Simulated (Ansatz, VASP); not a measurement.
**TlCl: VASP beside Ansatz**

INCAR

```
SYSTEM = TlCl
  PREC = Accurate
  ENCUT = 500
  EDIFF = 1E-6
  ISMEAR = 0
  SIGMA = 0.01
  LREAL = .FALSE.
  LASPH = .TRUE.
  NELM = 120
  ALGO = Normal
  ISIF = 2
  LWAVE = .FALSE.
  LCHARG = .FALSE.
  GGA = PS
  NBANDS = 17
  GGA_COMPAT = .FALSE.
```

KPOINTS

```
Automatic mesh
0
G
  6 6 6
  0 0 0
```

Contents of POSCAR:

```
TlCl
1.0
    3.7693040770      0.0000000000      0.0000000000
    0.0000000000      3.7693040770      0.0000000000
    0.0000000000      0.0000000000      3.7693040770
Tl Cl
1 1
Direct
    0.0000000000      0.0000000000      0.0000000000
    0.5000000000      0.5000000000      0.5000000000
```

Input for Ansatz:

```yaml
crystal:
  lattice:
    - [3.76930407702, 0.0, 0.0]
    - [0.0, 3.76930407702, 0.0]
    - [0.0, 0.0, 3.76930407702]
  atoms:
    - { symbol: Tl, position: [0.0, 0.0, 0.0] }
    - { symbol: Cl, position: [0.5, 0.5, 0.5] }
kpoints:
  mp_grid: { grid: [6, 6, 6] }
scf:
  occupations: { method: fixed }
hamiltonian:
  xc: pbesol
  pseudopotentials: { kind: paw }
output:
  forces: true
  stress: true
  eigenvalues: true
  eigenstates:
    nscf_kmesh: { grid: [10, 10, 10] }
    de_dk: true
    e_range: [-9, 11.79505792503]
  optics:
    e_range: [0, 25]
    de: 0.2
    sigma: 0.25
    bands: { spectra_wanted_up_to: 25 }
    nscf_kmesh: { grid: [10, 10, 10] }
checkpoint:
  write: ck
  write_wavefunctions: false
```

Alike in both runs: task single point; functional PBEsol; k mesh 6 × 6 × 6; no spin polarisation.

|  | VASP | Ansatz |
| --- | --- | --- |
| version | VASP 6.6.1 | Ansatz 0.2.0 |
| potentials or method | VASP PAW PBE potentials, release 64 (Tl_d, Cl) | PAW with Ansatz's default frozen-core files, scalar-relativistic |
| plane-wave cutoff (eV) | 500 | 420 |
| occupations | gaussian, width 0.01 eV | fixed |
| valence electrons in the cell | 20 | 20 |

VASP gave:

| Quantity | Value |
| --- | --- |
| gap on the k mesh at the Fermi level (eV) | 1.80 |
| pressure (GPa) | -0.1 |

Question: Estimate Ansatz's values.

Answer: gap on the k mesh at the Fermi level (eV): 1.79; pressure (GPa): 0.0.

VASP's potentials were made for PBE, not for PBEsol.

Neither program's run includes spin-orbit coupling.
